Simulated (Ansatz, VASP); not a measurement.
Y: VASP beside Ansatz

File INCAR:

```
SYSTEM = Y
ALGO     = Normal         ! electronic algorithm
EDIFF    = 1E-7           ! SCF threshold, eV
ENCUT    = 520            ! plane-wave cutoff, eV
GGA      = RP             ! functional
ISIF     = 2              ! what is computed and relaxed
ISMEAR   = -1             ! smearing method
LASPH    = .TRUE.         ! aspherical terms in the spheres
LCHARG   = .FALSE.        ! write CHGCAR
LREAL    = .FALSE.        ! projectors in reciprocal space
LWAVE    = .FALSE.        ! write WAVECAR
NBANDS   = 12             ! bands
NELM     = 60             ! most SCF steps
PREC     = Accurate       ! precision mode
SIGMA    = 0.1            ! smearing width, eV
```

KPOINTS

```
k-points
0
G
  12 12 12
  0 0 0
```

The input POSCAR:

```
Y
1.0
    0.0000000000      2.6364853227      2.6364853227
    2.6364853227      0.0000000000      2.6364853227
    2.6364853227      2.6364853227      0.0000000000
Y
1
Direct
    0.0000000000      0.0000000000      0.0000000000
```

Input for Ansatz:

```yaml
crystal:
  lattice:
    - [0.0, 2.6364853227, 2.6364853227]
    - [2.6364853227, 0.0, 2.6364853227]
    - [2.6364853227, 2.6364853227, 0.0]
  atoms:
    - { symbol: "Y", position: [0.0, 0.0, 0.0] }
hamiltonian:
  xc: rpbe
  pseudopotentials:
    kind: paw
    azcp:
      "Y": "pseudopotentials/Y.paw.azcp"
basis:
  ecutwfc: 420
  fft_grid_basis: typed
kpoints:
  mp_grid: { grid: [12, 12, 12], shift: [0, 0, 0] }
magnetization:
  spin_polarized: false
scf:
  occupations: { method: fermi_dirac, width: 0.1 }
  lower_state_search: "off"
output:
  stress: true
  write_density: true
  write_potential: true
  elf: true
  volumetric_format: npy
```

Alike in both runs: task single point; functional RPBE; k mesh 12 × 12 × 12; occupations fermi-dirac, width 0.1 eV; no spin polarisation.

|  | VASP | Ansatz |
| --- | --- | --- |
| version | VASP 6.6.1 | Ansatz 0.2.0 |
| potentials or method | VASP PAW PBE potentials, release 64 (Y_sv), cutoff 520 eV | plane waves (420 eV) with PAW, scalar-relativistic |
| valence electrons in the cell | 11 | 11 |

VASP gave:

| Item | Value |
| --- | --- |
| pressure (GPa) | -2.5 |

Estimate Ansatz's values.

pressure (GPa): -2.4.

VASP's potentials were made for PBE, not for RPBE. With one functional, cell and mesh, what is left measures potentials, basis and numerics.
